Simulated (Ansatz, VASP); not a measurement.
**MnO: VASP beside Ansatz**

Contents of INCAR:

```
SYSTEM = MnO
PREC     = Accurate       ! precision mode
ENCUT    = 520            ! plane-wave cutoff, eV
EDIFF    = 1E-7           ! SCF threshold, eV
ISMEAR   = -1             ! smearing method
SIGMA    = 0.02           ! smearing width, eV
LREAL    = .FALSE.        ! projectors in reciprocal space
LASPH    = .TRUE.         ! aspherical terms in the spheres
NELM     = 150            ! most SCF steps
ALGO     = Normal         ! electronic algorithm
ISIF     = 2              ! what is computed and relaxed
LWAVE    = .FALSE.        ! write WAVECAR
LCHARG   = .FALSE.        ! write CHGCAR
ISPIN    = 2              ! spin polarisation
MAGMOM   = 4.5 0          ! initial moments
LORBIT   = 11             ! projections on sites
LMAXMIX  = 4              ! l up to which the mixer works
LDAU     = .TRUE.         ! DFT+U
LDAUTYPE = 2            
LDAUL    = 2 -1           ! shell
LDAUU    = 2.2 0          ! U, eV
LDAUJ    = 0 0          
LDAUPRINT= 1            
GGA      = PE             ! functional
NBANDS   = 20             ! bands
```

Contents of KPOINTS:

```
Automatic mesh
0
G
  9 9 9
  0 0 0
```

Contents of POSCAR:

```
MnO
1.0
    0.0000000000      2.2210000000      2.2210000000
    2.2210000000      0.0000000000      2.2210000000
    2.2210000000      2.2210000000      0.0000000000
Mn O
1 1
Direct
    0.0000000000      0.0000000000      0.0000000000
    0.5000000000      0.5000000000      0.5000000000
```

Input for Ansatz:

```yaml
crystal:
  lattice:
    - [0.0, 2.221, 2.221]
    - [2.221, 0.0, 2.221]
    - [2.221, 2.221, 0.0]
  atoms:
    - { symbol: Mn, position: [0.0, 0.0, 0.0], spin: 4.5 }
    - { symbol: O, position: [0.5, 0.5, 0.5] }
magnetization:
  spin_polarized: true
hamiltonian:
  xc: pbe
  pseudopotentials: { kind: paw }
  hubbard: { sites: [{ species: Mn, l: d, u_eff: 2.2 }] }
basis:
  ecutwfc: 420
kpoints:
  mp_grid: { grid: [9, 9, 9] }
scf:
  occupations: { method: fermi_dirac, width: 0.02 }
  lower_state_search: "off"
  algorithm: density_mixing
  max_iter: 80
  mixing: { algorithm: broyden, ndim: 2, beta: 0.3, preconditioner: none }
output:
  forces: true
  stress: true
```

Alike in both runs: task single point; functional PBE; k mesh 9 × 9 × 9; occupations fermi-dirac, width 0.02 eV; collinear spin; Hubbard terms Mn d U = 2.2 eV.

```csv
,VASP,Ansatz
version,VASP 6.6.1,Ansatz 0.2.0
potentials or method,"VASP PAW PBE potentials, release 64 (Mn_pv, O), cutoff 520 eV","PAW, plane waves, scalar-relativistic"
valence electrons in the cell,19,21
```

```csv
,VASP,Ansatz,Ansatz less VASP
pressure (GPa),7.1,7.8,+0.80
net moment per atom (μB),2.50,2.50,0.000
size of the moment on the site where the two differ most (μB),4.57,4.24,-0.326
```

Site moments also hang on the region over which each program counts them. The programs project onto different local orbitals, so the same U acts differently, and such runs can settle in different states. VASP's potentials hold 19 valence electrons a cell and Ansatz's 21, so a difference there can come from the potentials and not from the codes. Ansatz's warnings: filled band counts differ across k points, stability check not made.
